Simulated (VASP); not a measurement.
The system is ZnS.

```
Zn S
1.0
     3.78642    0.00000    0.00000
    -1.89321    3.27913    0.00000
     0.00000    0.00000   18.56455
Zn S
6 6
Direct
  0.33333 0.66667 0.83333
  0.66667 0.33333 0.33333
  0.66667 0.33333 0.66667
  0.33333 0.66667 0.16667
  0.00000 0.00000 0.50000
  0.00000 0.00000 0.00000
  0.33333 0.66667 0.95833
  0.66667 0.33333 0.45833
  0.66667 0.33333 0.79167
  0.33333 0.66667 0.29167
  0.00000 0.00000 0.62500
  0.00000 0.00000 0.12500
```

Base run:

* Program: VASP 6.6.1
* Functional: PBE exchange alone
* Potentials or basis: VASP PAW PBE potentials, release 64 (Zn, S)
* Cutoff: 520 eV
* k mesh: 8 × 8 × 2
* Occupations: fermi-dirac, width 0.05 eV
* Spin: no spin polarisation

Its results: band gap on the k mesh 2.31 eV; pressure 14.7 GPa; largest force 0.049 eV/Å.

The run is repeated on the same cell with these changes: functional from PBE exchange alone to BLYP; dispersion from none to D3(BJ). What comes out?

Band gap on the k mesh 2.28 eV; pressure 1.5 GPa; largest force 0.052 eV/Å.

Several settings changed at once.

Caveats: the cell stands under pressure (at least some runs); the PAW data sets were made with another functional, which shifts forces and pressure a little (at least some runs).

A k mesh can miss the band edges.
